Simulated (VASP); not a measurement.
# NiO2 (P-3m1) in VASP: single point with r2SCAN

Aim: the single point of NiO2 with r2SCAN.

All numbers are computed with VASP 6.6.1; they aren't measurements. Logs are shortened: lines on timing, memory, paths and dates and some standing lists are left out, and cuts for length are marked.

## 1. The cell of the first run

Symmetry: P-3m1, No. 164, trigonal system. Conventional cell: a = 2.854 Å, b = 2.854 Å, c = 4.358 Å, α = 90.00°, β = 90.00°, γ = 120.00°. Within 2.5 Å of Ni (site symmetry -3m) lie 6 O at 1.87 Å. O (site symmetry 3m) has 3 Ni at 1.87 Å and 3 O at 2.42 Å within 2.5 Å.

## 2. Single point, r2SCAN

POSCAR reads:

```
NiO2
1.0
    2.8544815884      0.0000000000      0.0000000000
   -1.4272407942      2.4720535702      0.0000000000
    0.0000000000      0.0000000000      4.3578917773
Ni O
1 2
Direct
    0.0000000000      0.0000000000      0.5000000000
    0.6666666667      0.3333333333      0.7038965371
    0.3333333333      0.6666666667      0.2961034629
```

INCAR.step1 reads:

```
SYSTEM = NiO2
ALGO = Normal
EDIFF = 1E-5
ENCUT = 770
GGA = PE
GGA_COMPAT = .FALSE.
ISMEAR = 0
LASPH = .TRUE.
LCHARG = .FALSE.
LREAL = .FALSE.
LWAVE = .TRUE.
NBANDS = 22
NELM = 120
PREC = Accurate
SIGMA = 0.05
```

INCAR.step2 reads:

```
SYSTEM = NiO2
ALGO = Normal
EDIFF = 1E-6
ENCUT = 770
GGA_COMPAT = .FALSE.
ISIF = 2
ISMEAR = 0
ISTART = 1
LASPH = .TRUE.
LCHARG = .TRUE.
LELF = .TRUE.
LMIXTAU = .TRUE.
LREAL = .FALSE.
LVHAR = .TRUE.
LWAVE = .FALSE.
METAGGA = R2SCAN
NBANDS = 22
NELM = 120
PREC = Accurate
SIGMA = 0.05
```

KPOINTS reads:

```
k-points
0
G
  12 12 8
  0 0 0
```

Potentials or basis: VASP PAW PBE potentials, release 64 (Ni_sv_GW, O).

Command:

```bash
> cat potpaw_PBE.64/Ni_sv_GW/POTCAR potpaw_PBE.64/O/POTCAR > POTCAR
> cp INCAR.step1 INCAR
> mpirun -np 1 vasp_std > vasp.out
> cp INCAR.step2 INCAR
> mpirun -np 1 vasp_std > vasp.out
```

OUTCAR:

```text
SYSTEM = NiO2
   EDIFF = 1E-6
   ENCUT = 770
   ISIF = 2
   ISMEAR = 0
   ISTART = 1
   LASPH = .TRUE.
   LREAL = .FALSE.
   METAGGA = R2SCAN
   NELM = 120
   PREC = Accurate

 ion  position               nearest neighbor table
   1  0.000  0.000  0.500-   2 1.87   3 1.87   2 1.87   3 1.87   2 1.87   3 1.87
   2  0.667  0.333  0.704-   1 1.87   1 1.87   1 1.87
   3  0.333  0.667  0.296-   1 1.87   1 1.87   1 1.87

  LATTYP: Found a hexagonal cell.
 ALAT       =     2.8544815884
 C/A-ratio  =     1.5266841429

  Lattice vectors:

 A1 = (   2.8544815884,   0.0000000000,   0.0000000000)
 A2 = (  -1.4272407942,   2.4720535702,   0.0000000000)
 A3 = (   0.0000000000,   0.0000000000,   4.3578917773)

Analysis of symmetry for initial positions (statically):
=====================================================================
 Subroutine PRICEL returns:
 Original cell was already a primitive cell.

 Routine SETGRP: Setting up the symmetry group for a
 hexagonal supercell.

 Subroutine GETGRP returns: Found 12 space group operations
 (whereof 12 operations were pure point group operations)
 out of a pool of 24 trial point group operations.

The static configuration has the point symmetry D_3d.

Analysis of symmetry for dynamics (positions and initial velocities):
=====================================================================
 Subroutine PRICEL returns:
 Original cell was already a primitive cell.

 Routine SETGRP: Setting up the symmetry group for a
 hexagonal supercell.

 Subroutine GETGRP returns: Found 12 space group operations
 (whereof 12 operations were pure point group operations)
 out of a pool of 24 trial point group operations.

The dynamic configuration has the point symmetry D_3d.

 Subroutine INISYM returns: Found 12 space group operations
 (whereof 12 operations are pure point group operations),
 and found     1 'primitive' translations

----------------------------------------------------------------------------------------

                                     Primitive cell

  volume of cell :      30.7512

  direct lattice vectors                    reciprocal lattice vectors
     2.854481588  0.000000000  0.000000000     0.350326309  0.202260989  0.000000000
    -1.427240794  2.472053570  0.000000000     0.000000000  0.404521978  0.000000000
     0.000000000  0.000000000  4.357891777     0.000000000  0.000000000  0.229468755

  length of vectors
     2.854481588  2.854481588  4.357891777     0.404521978  0.404521978  0.229468755

  position of ions in fractional coordinates (direct lattice)
     0.000000000  0.000000000  0.500000000
     0.666666667  0.333333333  0.703896537
     0.333333333  0.666666667  0.296103463

  ion indices of the primitive-cell ions
   primitive index   ion index
                 1           1
                 2           2
                 3           3

----------------------------------------------------------------------------------------

 KPOINTS: k-points

Automatic generation of k-mesh.
 Grid dimensions read from file:
 generate k-points for:   12   12    8

 Generating k-lattice:

  Cartesian coordinates                     Fractional coordinates (reciprocal lattice)
     0.029193859  0.016855082  0.000000000     0.083333333  0.000000000  0.000000000
     0.000000000  0.033710165  0.000000000     0.000000000  0.083333333  0.000000000
     0.000000000  0.000000000  0.028683594     0.000000000  0.000000000  0.125000000

  Length of vectors
     0.033710165  0.033710165  0.028683594

  Shift w.r.t. Gamma in fractional coordinates (k-lattice)
     0.000000000  0.000000000  0.000000000

 Subroutine IBZKPT returns following result:
 ===========================================

 Found    131 irreducible k-points:

 Following reciprocal coordinates:
            Coordinates               Weight
  0.000000  0.000000  0.000000      1.000000
  0.083333 -0.000000  0.000000      6.000000
  0.166667  0.000000  0.000000      6.000000
  0.250000  0.000000  0.000000      6.000000
  0.333333  0.000000  0.000000      6.000000
  0.416667  0.000000  0.000000      6.000000
[... 16 lines left out ...]
  0.166667  0.000000  0.125000      6.000000
  0.000000  0.166667  0.125000      6.000000
 [... further k-points ...]
   k-points           NKPTS =    131   k-points in BZ     NKDIM =    131   number of bands    NBANDS=     22
   number of dos      NEDOS =    301   number of ions     NIONS =      3
   total plane-waves  NPLWV =  31360
   dimension x,y,z NGX =    28 NGY =   28 NGZ =   40
   dimension x,y,z NGXF=    56 NGYF=   56 NGZF=   80
   ions per type =               1   2
   NGX,Y,Z   is equivalent  to a cutoff of  16.31, 16.31, 15.26 a.u.
   NGXF,Y,Z  is equivalent  to a cutoff of  32.61, 32.61, 30.52 a.u.
 SYSTEM =  NiO2
   PREC   = accura    normal or accurate (medium, high low for compatibility)
   ISTART =      1    job   : 0-new  1-cont  2-samecut
   ICHARG =      0    charge: 1-file 2-atom 10-const
   ISPIN  =      1    spin polarized calculation?
   LNONCOLLINEAR =      F non collinear calculations
   LSORBIT =      F    spin-orbit coupling
   LASPH  =      T    aspherical Exc in radial PAW
   ENCUT  =  770.0 eV  56.59 Ry    7.52 a.u.   6.46  6.46  9.86*2*pi/ulx,y,z
   NELM   =    120;   NELMIN=  2; NELMDL=  0     # of ELM steps
   EDIFF  = 0.1E-05   stopping-criterion for ELM
   LREAL  =      F    real-space projection
   EDIFFG = 0.1E-04   stopping-criterion for IOM
   NSW    =      0    number of steps for IOM
   IBRION =     -1    ionic relax: 0-MD 1-quasi-New 2-CG
   NFREE  =      0    steps in history (QN), initial steepest desc. (CG)
   ISIF   =      2    stress and relaxation
   ISYM   =      2    0-nonsym 1-usesym 2-fastsym
   POTIM  = 0.5000    time-step for ionic-motion
   TEBEG  =    0.0;   TEEND  =   0.0 temperature during run
   PSTRESS=    0.0 pullay stress
   NELECT =      30.0000    total number of electrons
   NUPDOWN=      -1.0000    fix difference up-down
   EMIN   =  10.00;   EMAX   =-10.00  energy-range for DOS
   EFERMI =   0.00;   METHOD = LEGACY
   ISMEAR =     0;   SIGMA  =   0.05  broadening in eV -4-tet -1-fermi 0-gaus
   EFERMI_NEDOS =   21; number of points for ismear=-14 and -15
   IALGO  =     38    algorithm
   IMIX   =      4    mixing-type and parameters
     AMIX     =   0.40;   BMIX     =  1.00
     AMIX_MAG =   1.60;   BMIX_MAG =  1.00
  volume/ion in A,a.u.               =      10.25        69.17
  Fermi-wavevector in a.u.,A,eV,Ry     =   1.623659  3.068270 35.868595  2.636267
  Thomas-Fermi vector in A             =   2.717073
   LORBIT       =      0    0 simple, 1 ext, 2 COOP (PROOUT), +10 PAW based schemes
   METAGGA = R2SCAN    functional components
   LHFCALC =     F    Hartree Fock is set to
   AEXX    =    0.0000 exact exchange contribution
   IVDW    =     0    specifies the selected vdW correction
   LEPSILON=     F    determine dielectric tensor
   LRPA    =     F    only Hartree local field effects (RPA)
 non-spin polarized calculation
 Gauss-broadening in eV      SIGMA  =   0.05
  energy-cutoff  :      770.00
  volume of cell :       30.75
 maximum number of plane-waves:      1520
 NGX is ok and might be reduce to    28
   NGX = 13   NGY = 13   NGZ = 19

 number of electron      29.9999994 magnetization

 Free energy of the ion-electron system (eV)
  ---------------------------------------------------
  ext. energy  EPLUGINS =         0.00000000
  ---------------------------------------------------
  free energy    TOTEN  =       -27.50825408 eV

  energy without entropy =      -27.50825408  energy(sigma->0) =      -27.50825408

 E-fermi :   2.1709     XC(G=0): -11.9347

 val. band max:        1.9193758468   @ k =   0.0833  -0.0000   0.5000
 cond. band min:       3.1347359422   @ k =   0.3333   0.0000   0.2500
 fundamental gap:      1.2153600954
 Fermi energy:         2.1709339376

 k-point     1 :       0.0000    0.0000    0.0000
  band No.  band energies     occupation
      1    -105.9687      2.00000
      2     -64.9556      2.00000
      3     -64.9556      2.00000
      4     -64.6044      2.00000
      5     -18.6509      2.00000
      6     -15.9149      2.00000
[... 14 lines left out ...]
     21      22.0825      0.00000
     22      22.0825      0.00000

 k-point     2 :       0.0833   -0.0000    0.0000
  band No.  band energies     occupation
      1    -105.9685      2.00000
      2     -64.9583      2.00000
      3     -64.9563      2.00000
      4     -64.6041      2.00000
      5     -18.5635      2.00000
      6     -15.9346      2.00000
[... 14 lines left out ...]
     21      21.3330      0.00000
     22      22.3362      0.00000

 k-point     3 :       0.1667    0.0000    0.0000
  band No.  band energies     occupation
      1    -105.9679      2.00000
      2     -64.9658      2.00000
      3     -64.9581      2.00000
      4     -64.6030      2.00000
      5     -18.3138      2.00000
      6     -15.9931      2.00000
[... 14 lines left out ...]
     21      20.0339      0.00000
     22      23.0180      0.00000

 k-point     4 :       0.2500    0.0000    0.0000
  band No.  band energies     occupation
      1    -105.9671      2.00000
      2     -64.9759      2.00000
      3     -64.9605      2.00000
      4     -64.6016      2.00000
      5     -17.9396      2.00000
      6     -16.0893      2.00000
[... 14 lines left out ...]
     21      19.0789      0.00000
     22      21.8595      0.00000

 k-point     5 :       0.3333    0.0000    0.0000
  band No.  band energies     occupation
      1    -105.9662      2.00000
      2     -64.9859      2.00000
      3     -64.9629      2.00000
      4     -64.6001      2.00000
      5     -17.5030      2.00000
      6     -16.2245      2.00000
[... 417 lines left out ...]
 k-point    22 :       0.0000    0.0833    0.1250
  band No.  band energies     occupation
      1    -105.9685      2.00000
      2     -64.9583      2.00000
      3     -64.9563      2.00000
      4     -64.6040      2.00000
      5     -18.5431      2.00000
      6     -15.9700      2.00000
[... 14 lines left out ...]
     21      21.3649      0.00000
     22      22.3199      0.00000

 k-point    23 :       0.1667    0.0000    0.1250
  band No.  band energies     occupation
      1    -105.9679      2.00000
      2     -64.9658      2.00000
      3     -64.9581      2.00000
      4     -64.6030      2.00000
      5     -18.2952      2.00000
      6     -16.0219      2.00000
[... 14 lines left out ...]
     21      20.0407      0.00000
     22      23.0362      0.00000

 k-point    24 :       0.0000    0.1667    0.1250
  band No.  band energies     occupation
      1    -105.9679      2.00000
      2     -64.9658      2.00000
      3     -64.9581      2.00000
      4     -64.6030      2.00000
      5     -18.2937      2.00000
      6     -16.0250      2.00000
[... 14 lines left out ...]
     21      20.1001      0.00000
     22      22.9854      0.00000

 [... further k-points ...]

------------------------ aborting loop because EDIFF is reached ----------------------------------------

  FORCE on cell =-STRESS in cart. coord.  units (eV):
  Direction    XX          YY          ZZ          XY          YZ          ZX
  --------------------------------------------------------------------------------------
  -------------------------------------------------------------------------------------
  Total       -1.6414076     -1.6414076      0.6940410      0.0000000     -0.0000000      0.0000000
  in kB      -85.5195583    -85.5195583     36.1604740      0.0000000     -0.0000000      0.0000000
  external PRESSURE =     -44.9595476 kB  Pullay stress =       0.0000000 kB

 VOLUME and BASIS-vectors are now :
 -----------------------------------------------------------------------------
  energy-cutoff  :      770.00
  volume of cell :       30.75
      direct lattice vectors                 reciprocal lattice vectors
     2.854481588  0.000000000  0.000000000     0.350326309  0.202260989  0.000000000
    -1.427240794  2.472053570  0.000000000     0.000000000  0.404521978  0.000000000
     0.000000000  0.000000000  4.357891777     0.000000000  0.000000000  0.229468755

 POSITION                                       TOTAL-FORCE (eV/Angst)
 -----------------------------------------------------------------------------------
      0.00000      0.00000      2.17895        -0.000000      0.000000      0.000000
      1.42724      0.82402      3.06750        -0.000000      0.000000      0.388804
     -0.00000      1.64804      1.29039         0.000000     -0.000000     -0.388804
 -----------------------------------------------------------------------------------
    total drift:                               -0.000000      0.000000     -0.000000

  FREE ENERGIE OF THE ION-ELECTRON SYSTEM (eV)
  ---------------------------------------------------
  free  energy   TOTEN  =       -27.5082540828 eV

  energy  without entropy=      -27.5082540828  energy(sigma->0) =      -27.50825408
```

It took 8.3 min on 1 thread of Intel Xeon Platinum 8375C at 2.90GHz (Ice Lake), shared host; peak memory 0.32 GiB.

Results:

```
Free energy            : -27.5083 eV
Pressure               : -4.5 GPa
Largest force          : 0.389 eV/Å
Band gap on the k mesh : 1.22 eV (least direct gap 1.42 eV)
```

Forces on the atoms (eV/Å):
```
Ni   0.000  0.000  0.000
O    0.000  0.000  0.389
O    0.000  0.000 -0.389
```

Levels at points of the mesh, in eV from the valence-band top:
```csv
k point,band 12,band 13,band 14,band 15,band 16,band 17,band 18,band 19
"(0.00, 0.00, 0.00)",-1.07,-1.07,-0.43,-0.42,2.57,2.57,8.44,11.88
"(0.50, 0.00, 0.00)",-2.14,-1.96,-1.88,-1.07,1.73,2.59,13.61,13.75
"(0.00, 0.00, 0.50)",-1.95,-1.13,-1.13,-0.07,2.64,2.64,10.67,10.93
"(0.50, 0.00, 0.50)",-2.14,-1.89,-1.23,-1.18,1.75,2.47,12.41,13.78
```

Caveat: the stress differs along the axes, from -9 to 4 GPa; the PAW data sets were made with another functional, which shifts forces and pressure a little; the run has no spin polarisation, though such a crystal can be magnetic. Spin polarisation is off, so any magnetic state and its effect on volume and gap are missing.
